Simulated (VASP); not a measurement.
# SnO2 (P4_2/mnm) in VASP: dielectric tensor with r2SCAN

Aim: the dielectric tensor of SnO2 with r2SCAN.

Everything below comes from runs of VASP 6.6.1. Logs are shortened: lines on timing, memory, paths and dates and some standing lists are left out, and cuts for length are marked.

**1. The cell of the first run**

The structure is tetragonal, space group P4_2/mnm (No. 136). The conventional cell has a = 4.570 Å, b = 4.570 Å, c = 3.072 Å, α = 90.00°, β = 90.00°, γ = 90.00°. Sn (site symmetry mmm) has 6 O at 1.96 to 1.99 Å within 2.6 Å. Within 2.6 Å of O (site symmetry m2m) lie 3 Sn at 1.96 to 1.99 Å and 1 O at 2.54 Å.

**2. Dielectric tensor, r2SCAN (strain -4.0%)**

The input, INCAR:

```
SYSTEM = SnO2
PREC = Accurate
ENCUT = 520
EDIFF = 1E-8
ISMEAR = 0
SIGMA = 0.01
LREAL = .False.
LASPH = .True.
NELM = 80
ALGO = Normal
ISIF = 2
LWAVE = .False.
LCHARG = .False.
METAGGA = R2SCAN
LMIXTAU = .True.
LCALCEPS = .True.
```

The input, KPOINTS:

```
Automatic mesh
0
Gamma
  4 4 6
  0 0 0
```

The input, POSCAR:

```
SnO2
1.0
    4.5701507755      0.0000000000      0.0000000000
    0.0000000000      4.5701507755      0.0000000000
    0.0000000000      0.0000000000      3.0720770602
Sn O
2 4
Direct
    0.0000000000      0.0000000000      0.0000000000
    0.5000000000      0.5000000000      0.5000000000
    0.3036035238      0.3036035238      0.0000000000
    0.1963964762      0.8036035238      0.5000000000
    0.8036035238      0.1963964762      0.5000000000
    0.6963964762      0.6963964762      0.0000000000
```

Potentials or basis: VASP PAW PBE potentials, release 64 (Sn_d, O).

Started as:

```console
$ cat potpaw_PBE.64/Sn_d/POTCAR potpaw_PBE.64/O/POTCAR > POTCAR
$ mpirun -np 1 vasp_std > vasp.out
```

OUTCAR:

```text
SYSTEM = SnO2
   PREC = Accurate
   ENCUT = 520
   EDIFF = 1E-8
   ISMEAR = 0
   LREAL = .False.
   LASPH = .True.
   NELM = 80
   ISIF = 2
   METAGGA = R2SCAN

 ion  position               nearest neighbor table
   1  0.000  0.000  0.000-   3 1.96   6 1.96   5 1.99   4 1.99   4 1.99   5 1.99   2 3.58   2 3.58
                             2 3.58   2 3.58   2 3.58   2 3.58   2 3.58   2 3.58
   2  0.500  0.500  0.500-   4 1.96   5 1.96   3 1.99   6 1.99   3 1.99   6 1.99   1 3.58   1 3.58
                             1 3.58   1 3.58   1 3.58   1 3.58   1 3.58   1 3.58
   3  0.304  0.304  0.000-   1 1.96   2 1.99   2 1.99
   4  0.196  0.804  0.500-   2 1.96   1 1.99   1 1.99
   5  0.804  0.196  0.500-   2 1.96   1 1.99   1 1.99
   6  0.696  0.696  0.000-   1 1.96   2 1.99   2 1.99

  LATTYP: Found a simple tetragonal cell.
 ALAT       =     4.5701507755
 C/A-ratio  =     0.6722047502

  Lattice vectors:

 A1 = (   4.5701507755,   0.0000000000,   0.0000000000)
 A2 = (   0.0000000000,   4.5701507755,   0.0000000000)
 A3 = (   0.0000000000,   0.0000000000,   3.0720770602)

Analysis of symmetry for initial positions (statically):
=====================================================================
 Subroutine PRICEL returns:
 Original cell was already a primitive cell.

 Routine SETGRP: Setting up the symmetry group for a
 simple tetragonal supercell.

 Subroutine GETGRP returns: Found 16 space group operations
 (whereof  8 operations were pure point group operations)
 out of a pool of 16 trial point group operations.

The static configuration has the point symmetry D_2h.
 The point group associated with its full space group is D_4h.

Analysis of symmetry for dynamics (positions and initial velocities):
=====================================================================
 Subroutine PRICEL returns:
 Original cell was already a primitive cell.

 Routine SETGRP: Setting up the symmetry group for a
 simple tetragonal supercell.

 Subroutine GETGRP returns: Found 16 space group operations
 (whereof  8 operations were pure point group operations)
 out of a pool of 16 trial point group operations.

The dynamic configuration has the point symmetry D_2h.
 The point group associated with its full space group is D_4h.

 Subroutine INISYM returns: Found 16 space group operations
 (whereof  8 operations are pure point group operations),
 and found     1 'primitive' translations

----------------------------------------------------------------------------------------

                                     Primitive cell

  volume of cell :      64.1643

  direct lattice vectors                    reciprocal lattice vectors
     4.570150776  0.000000000  0.000000000     0.218811162  0.000000000  0.000000000
     0.000000000  4.570150776  0.000000000     0.000000000  0.218811162  0.000000000
     0.000000000  0.000000000  3.072077060     0.000000000  0.000000000  0.325512668

  length of vectors
     4.570150776  4.570150776  3.072077060     0.218811162  0.218811162  0.325512668

  position of ions in fractional coordinates (direct lattice)
     0.000000000  0.000000000  0.000000000
     0.500000000  0.500000000  0.500000000
     0.303603524  0.303603524  0.000000000
     0.196396476  0.803603524  0.500000000
     0.803603524  0.196396476  0.500000000
     0.696396476  0.696396476  0.000000000

  ion indices of the primitive-cell ions
   primitive index   ion index
                 1           1
                 2           2
                 3           3
                 4           4
                 5           5
                 6           6

----------------------------------------------------------------------------------------

 KPOINTS: Automatic mesh

Automatic generation of k-mesh.
 Grid dimensions read from file:
 generate k-points for:    4    4    6

 Generating k-lattice:

[... 55 lines left out ...]
   LNONCOLLINEAR =      F non collinear calculations
   LSORBIT =      F    spin-orbit coupling
   LASPH  =      T    aspherical Exc in radial PAW
   ENCUT  =  520.0 eV  38.22 Ry    6.18 a.u.   8.50  8.50  5.71*2*pi/ulx,y,z
   NELM   =     80;   NELMIN=  2; NELMDL= -5     # of ELM steps
   EDIFF  = 0.1E-07   stopping-criterion for ELM
   LREAL  =      F    real-space projection
   EDIFFG = 0.1E-06   stopping-criterion for IOM
   NSW    =      0    number of steps for IOM
   IBRION =     -1    ionic relax: 0-MD 1-quasi-New 2-CG
   NFREE  =      0    steps in history (QN), initial steepest desc. (CG)
   ISIF   =      2    stress and relaxation
   ISYM   =      2    0-nonsym 1-usesym 2-fastsym
   POTIM  = 0.5000    time-step for ionic-motion
   TEBEG  =    0.0;   TEEND  =   0.0 temperature during run
   PSTRESS=    0.0 pullay stress
   NELECT =      52.0000    total number of electrons
   NUPDOWN=      -1.0000    fix difference up-down
   EMIN   =  10.00;   EMAX   =-10.00  energy-range for DOS
   EFERMI =   0.00;   METHOD = LEGACY
   ISMEAR =     0;   SIGMA  =   0.01  broadening in eV -4-tet -1-fermi 0-gaus
   EFERMI_NEDOS =   21; number of points for ismear=-14 and -15
   IALGO  =     38    algorithm
   IMIX   =      4    mixing-type and parameters
     AMIX     =   0.40;   BMIX     =  1.00
     AMIX_MAG =   1.60;   BMIX_MAG =  1.00
  volume/ion in A,a.u.               =      10.69        72.17
  Fermi-wavevector in a.u.,A,eV,Ry     =   1.526318  2.884322 31.696747  2.329645
  Thomas-Fermi vector in A             =   2.634367
   LORBIT       =      0    0 simple, 1 ext, 2 COOP (PROOUT), +10 PAW based schemes
   METAGGA = R2SCAN    functional components
   LHFCALC =     F    Hartree Fock is set to
   AEXX    =    0.0000 exact exchange contribution
   IVDW    =     0    specifies the selected vdW correction
   LEPSILON=     F    determine dielectric tensor
   LRPA    =     F    only Hartree local field effects (RPA)
   LRPA       =     F
 non-spin polarized calculation
 Gauss-broadening in eV      SIGMA  =   0.01
  energy-cutoff  :      520.00
  volume of cell :       64.16
 maximum number of plane-waves:      1748
 NGX is ok and might be reduce to    36
   NGX = 17   NGY = 17   NGZ = 11

 number of electron      52.0000047 magnetization

 Free energy of the ion-electron system (eV)
  ---------------------------------------------------
  ext. energy  EPLUGINS =         0.00000000
  ---------------------------------------------------
  free energy    TOTEN  =       -83.70373137 eV

  energy without entropy =      -83.70373137  energy(sigma->0) =      -83.70373137

 E-fermi :   7.1288     XC(G=0): -12.6900

 val. band max:        7.0571227942   @ k =   0.0000   0.0000   0.0000
 cond. band min:   10000.0000000000   @ k =   0.0000   0.0000   0.0000
 fundamental gap:   9992.9428772058
 Fermi energy:         7.1288442887

 k-point     1 :       0.0000    0.0000    0.0000
  band No.  band energies     occupation
      1     -15.0110      2.00000
      2     -14.0403      2.00000
      3     -13.3462      2.00000
      4     -13.1608      2.00000
      5     -13.1608      2.00000
      6     -13.1345      2.00000
[... 805 lines left out ...]
     30   10000.0000      0.00000
     31   10000.0000      0.00000

------------------------ aborting loop because EDIFF is reached ----------------------------------------

            Ionic dipole moment: p[ion]=(   -31.99106   -31.99106   -39.93700 ) |e| Angst

 Total electronic dipole moment: p[elc]=(    -4.57015     4.57015    -3.06225 ) |e| Angst

 MACROSCOPIC STATIC DIELECTRIC TENSOR (including local field effects)
 ------------------------------------------------------
           3.492939    -0.000000     0.000000
           0.000000     3.492939     0.000000
           0.000000     0.000000     3.771564
 ------------------------------------------------------

 PIEZOELECTRIC TENSOR (including local field effects) (e Angst)
          XX          YY          ZZ          XY          YZ          ZX
  --------------------------------------------------------------------------------
  x     0.00000     0.00000     0.00000     0.00000     0.00000     0.00000
  y     0.00000     0.00000     0.00000     0.00000     0.00000     0.00000
  z     0.00000     0.00000     0.00000     0.00000     0.00000     0.00000

 PIEZOELECTRIC TENSOR (including local field effects) (C/m^2)
          XX          YY          ZZ          XY          YZ          ZX
  --------------------------------------------------------------------------------
  x     0.00000     0.00000     0.00000     0.00000     0.00000     0.00000
  y     0.00000     0.00000     0.00000     0.00000     0.00000     0.00000
  z     0.00000     0.00000     0.00000     0.00000     0.00000     0.00000

 BORN EFFECTIVE CHARGES (including local field effects) (in |e|, cummulative output)
 ---------------------------------------------------------------------------------
 ion    1
    1     4.01335     0.29089     0.00000
    2     0.29089     4.01335     0.00000
    3     0.00000     0.00000     4.34034
 ion    2
    1     4.01335    -0.29089     0.00000
    2    -0.29089     4.01335     0.00000
    3     0.00000     0.00000     4.34034
 ion    3
    1    -2.00667    -0.57708     0.00000
    2    -0.57708    -2.00667     0.00000
    3     0.00000     0.00000    -2.17017
 ion    4
    1    -2.00667     0.57708     0.00000
    2     0.57708    -2.00667     0.00000
    3     0.00000     0.00000    -2.17017
 ion    5
    1    -2.00667     0.57708     0.00000
    2     0.57708    -2.00667     0.00000
    3     0.00000     0.00000    -2.17017
 ion    6
    1    -2.00667    -0.57708     0.00000
    2    -0.57708    -2.00667     0.00000
    3     0.00000     0.00000    -2.17017

  FORCE on cell =-STRESS in cart. coord.  units (eV):
  Direction    XX          YY          ZZ          XY          YZ          ZX
  --------------------------------------------------------------------------------------
  -------------------------------------------------------------------------------------
  Total       13.5909956     13.5909956     16.7003836     -0.0000000      0.0000000      0.0000000
  in kB      339.3662846    339.3662846    417.0075008     -0.0000000      0.0000000      0.0000000
  external PRESSURE =     365.2466900 kB  Pullay stress =       0.0000000 kB

 VOLUME and BASIS-vectors are now :
 -----------------------------------------------------------------------------
  energy-cutoff  :      520.00
  volume of cell :       64.16
      direct lattice vectors                 reciprocal lattice vectors
     4.570150776  0.000000000  0.000000000     0.218811162  0.000000000  0.000000000
     0.000000000  4.570150776  0.000000000     0.000000000  0.218811162  0.000000000
     0.000000000  0.000000000  3.072077060     0.000000000  0.000000000  0.325512668

 POSITION                                       TOTAL-FORCE (eV/Angst)
 -----------------------------------------------------------------------------------
      0.00000      0.00000      0.00000         0.000000      0.000000      0.000000
      2.28508      2.28508      1.53604         0.000000      0.000000      0.000000
      1.38751      1.38751      0.00000        -0.015519     -0.015519     -0.000000
      0.89756      3.67259      1.53604         0.015519     -0.015519     -0.000000
      3.67259      0.89756      1.53604        -0.015519      0.015519      0.000000
      3.18264      3.18264      0.00000         0.015519      0.015519      0.000000
 -----------------------------------------------------------------------------------
    total drift:                                0.000000      0.000000      0.000000

  FREE ENERGIE OF THE ION-ELECTRON SYSTEM (eV)
  ---------------------------------------------------
  free  energy   TOTEN  =       -83.7037313704 eV

  energy  without entropy=      -83.7037313704  energy(sigma->0) =      -83.70373137
```

Run time: 62 min. Hardware: 1 thread of Oxide Virtual Turin-like, shared host; peak memory 0.37 GiB.

What came out:

| Property | Result |
| --- | --- |
| Band gap on the k mesh | 3.34 eV |
| Electronic dielectric tensor (diagonal) | 3.49, 3.49, 3.77 |
| Born charges (mean of the diagonal) | Sn +4.12; O -2.06 e |

Electronic dielectric tensor:
```
3.49 0.00 0.00
0.00 3.49 0.00
0.00 0.00 3.77
```

Born effective charge tensors (e):
atom 1, Sn
```
4.01 0.29 0.00
0.29 4.01 0.00
0.00 0.00 4.34
```
atom 2, Sn
```
 4.01 -0.29  0.00
-0.29  4.01  0.00
 0.00  0.00  4.34
```
atom 3, O
```
-2.01 -0.58  0.00
-0.58 -2.01  0.00
 0.00  0.00 -2.17
```
atom 4, O
```
-2.01  0.58  0.00
 0.58 -2.01  0.00
 0.00  0.00 -2.17
```
atom 5, O
```
-2.01  0.58  0.00
 0.58 -2.01  0.00
 0.00  0.00 -2.17
```
atom 6, O
```
-2.01 -0.58  0.00
-0.58 -2.01  0.00
 0.00  0.00 -2.17
```

Dipole moments of the cell (e·Å, modulo the quantum): ionic -31.991, -31.991, -39.937; electronic -4.570, 4.570, -3.062

Caveat: the cell differs from its parent crystal (strain -4.0%); the PAW data sets were made with another functional, which shifts forces and pressure a little; spin-orbit coupling is left out, which moves the levels of the heavy elements.
